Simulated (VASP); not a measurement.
Runs of VASP 6.6.1 on Li2S. The structure is that of space group Fm-3m (No. 225), or close to it. The cells are those of the table. 

```csv
level,cell,k mesh,cutoff (eV),gap on the mesh (eV),pressure (GPa)
r2SCAN,"a = 4.103 Å, angles 60.0°, 3 atoms",6 × 6 × 6,830,3.88,(c)
r2SCAN,"a = 4.024 Å, angles 60.0°, 3 atoms",8 × 8 × 8,830,3.86,-0.2
PBE,"a = 4.074 Å, angles 60.0°, 3 atoms",6 × 6 × 6,750,3.41,-1.3
r2SCAN,"a = 3.942 Å, angles 60.0°, 3 atoms",6 × 6 × 6,830,3.81,(a)
r2SCAN,"a = 4.064 Å, angles 60.0°, 3 atoms",6 × 6 × 6,830,3.87,-1.4
PBE,"a = 4.034 Å, angles 60.0°, 3 atoms",6 × 6 × 6,750,3.39,(b)
PBE,"a = 3.994 Å, angles 60.0°, 3 atoms",6 × 6 × 6,750,3.37,1.2
PBE,"a = 4.024 Å, angles 60.0°, 3 atoms",8 × 8 × 8,750,3.39,0.2
r2SCAN,"a = 4.024 Å, angles 60.0°, 3 atoms",6 × 6 × 6,830,3.86,-0.2
r2SCAN,"a = 3.983 Å, angles 60.0°, 3 atoms",6 × 6 × 6,830,(d),1.2
PBE,"a = 4.114 Å, angles 60.0°, 3 atoms",6 × 6 × 6,750,3.42,-2.2
PBE,"a = 3.952 Å, angles 60.0°, 3 atoms",6 × 6 × 6,750,3.35,2.7
```

Alike in all rows: task single point; potentials or basis VASP PAW PBE potentials, release 64 (Li_sv, S); no spin polarisation; smearing gaussian 0.01 eV.

**Question.** Fill in the values left out.

**Answer.** (a) 2.8; (b) -0.1; (c) -2.4; (d) 3.84.

Caveats: the PAW data sets were made with another functional, which shifts forces and pressure a little (some runs).

A k mesh can miss the band edges.
